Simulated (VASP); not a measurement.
Runs of VASP 6.6.1 on InO. The structure is that of space group P-6m2 (No. 187), or close to it. The cells are those of the table. 

```csv
cell,gap on the mesh (eV),largest force (eV/Å)
"a = 3.176, b = 3.176, c = 17.824 Å, angles 90.0, 90.0, 120.0°, 4 atoms",none,1.53
"a = 3.093, b = 3.093, c = 18.801 Å, angles 90.0, 90.0, 120.0°, 4 atoms",none,1.69
"a = 3.470, b = 3.470, c = 14.931 Å, angles 90.0, 90.0, 120.0°, 4 atoms",0.61,1.09
"a = 3.270, b = 3.270, c = 16.820 Å, angles 90.0, 90.0, 120.0°, 4 atoms",(a),0.98
"a = 3.563, b = 3.563, c = 14.163 Å, angles 90.0, 90.0, 120.0°, 4 atoms",0.44,2.56
```

Alike in all rows: task single point; level PBEsol+D3(BJ); potentials or basis VASP PAW PBE potentials, release 64 (In_d, O); no spin polarisation; k mesh 12 × 12 × 4; cutoff (eV) 520; smearing gaussian 0.05 eV.

Question: Fill in the values left out.

Answer: (a) 0.11.

Caveats: there is no dipole correction, which matters where the two faces differ; the PAW data sets were made with another functional, which shifts forces and pressure a little; spin-orbit coupling is left out, which moves the levels of the heavy elements.

A k mesh can miss the band edges, and the runs leave out spin-orbit coupling on In.

A gap of «none» marks levels without a gap at the run's occupations.
